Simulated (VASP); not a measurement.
Set up this calculation in VASP 6.6.1, as the native input.

```yaml
Task: single point
Functional: PBE
Potentials_or_basis: VASP PAW PBE potentials, release 64 (In_d, Cu)
Cutoff: 600 eV
k_mesh: 6 × 6 × 6
Occupations: methfessel-paxton, width 0.05 eV
Spin: no spin polarisation
Dipole_correction: no
Further_INCAR_settings: ALGO = Normal; EDIFF = 1e-06; NBANDS = 33
```

The structure of In3Cu lies in POSCAR:

```
In3Cu
1.0
    4.4827670000      0.0000000000      0.0000000000
    0.0000000000      4.4827670000      0.0000000000
    0.0000000000      0.0000000000      4.4827670000
In Cu
3 1
Direct
    0.0000000000      0.5000000000      0.5000000000
    0.5000000000      0.0000000000      0.5000000000
    0.5000000000      0.5000000000      0.0000000000
    0.0000000000      0.0000000000      0.0000000000
```

These files were run (other wordings do the same):

INCAR

```
SYSTEM = In3Cu
PREC = Accurate
ENCUT = 600
EDIFF = 1E-6
ISMEAR = 1
SIGMA = 0.05
LREAL = .False.
LASPH = .True.
NELM = 120
ALGO = Normal
ISIF = 2
LWAVE = .False.
LCHARG = .False.
GGA = PE
NBANDS = 33
GGA_COMPAT = .False.
```

KPOINTS

```
Automatic mesh
0
Gamma
  6 6 6
  0 0 0
```

Potentials or basis: VASP PAW PBE potentials, release 64 (In_d, Cu).

Run with:

```bash
$ cat potpaw_PBE.64/In_d/POTCAR potpaw_PBE.64/Cu/POTCAR > POTCAR
$ mpirun -np 1 vasp_std > vasp.out
```

It gave:

| Quantity | Value |
| --- | --- |
| Pressure | 0.8 GPa |
| Band gap on the k mesh | zero (band 25 reaches 9.84 eV, above the bottom of band 26 at 5.68 eV) |

Caveat: spin-orbit coupling is left out, which moves the levels of the heavy elements.

Wall time 83 s on 1 thread of AMD EPYC 7R43 64-Core Processor (Zen 3) (shared host), peak memory 0.2 GiB.
